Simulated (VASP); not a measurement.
Wanted: the native input for a VASP 6.6.1 run.

| Item | Value |
| --- | --- |
| Task | single point |
| Functional | PBE |
| Potentials or basis | VASP PAW PBE potentials, release 64 (Si, Ni) |
| Cutoff | 520 eV |
| k mesh | 12 × 12 × 8 |
| Occupations | gaussian, width 0.1 eV |
| Spin | no spin polarisation |
| Dipole correction | no |
| Further INCAR settings | ALGO = Normal; EDIFF = 1e-07; NBANDS = 33 |

The structure of SiNi2 lies in POSCAR:

```
SiNi2
1.0
    3.9283251599      0.0000000000      0.0000000000
   -1.9641625800      3.4020293828      0.0000000000
    0.0000000000      0.0000000000      4.8916231592
Si Ni
2 4
Direct
    0.3333333334      0.6666666666      0.7500000000
    0.6666666666      0.3333333334      0.2500000000
    0.0000000000      0.0000000000      0.0000000000
    0.0000000000      0.0000000000      0.5000000000
    0.3333333333      0.6666666667      0.2500000000
    0.6666666667      0.3333333333      0.7500000000
```

This cell differs from its parent crystal: uniaxial strain along c: -2.0 %, then relaxed in part.

The input as run:

INCAR

```
ALGO     = Normal         # electronic algorithm
EDIFF    = 1E-7           # SCF threshold, eV
ENCUT    = 520            # plane-wave cutoff, eV
GGA      = PE             # functional
ISIF     = 2              # what is computed and relaxed
ISMEAR   = 0              # smearing method
LASPH    = True           # aspherical terms in the spheres
LCHARG   = False          # write CHGCAR
LREAL    = False          # projectors in reciprocal space
LWAVE    = False          # write WAVECAR
NBANDS   = 33             # bands
NELM     = 100            # most SCF steps
PREC     = Accurate       # precision mode
SIGMA    = 0.1            # smearing width, eV
```

KPOINTS

```
k-points
0
Gamma
  12 12 8
```

Potentials or basis: VASP PAW PBE potentials, release 64 (Si, Ni).

Command:

```console
$ cat potpaw_PBE.64/Si/POTCAR potpaw_PBE.64/Ni/POTCAR > POTCAR
$ mpirun -np 1 vasp_std > vasp.out
```

Results of the run:

```json
{"Pressure": "2.0 GPa", "Band gap on the k mesh": "zero (band 24 reaches 13.69 eV, above the bottom of band 25 at 10.59 eV)"}
```

Caveat: the cell differs from its parent crystal (uniaxial strain along c: -2.0 %, then relaxed in part).

Run time: 5.7 min on 1 thread of AMD EPYC 7R43 64-Core Processor (Zen 3), with other jobs on the host, peak memory 0.26 GiB.
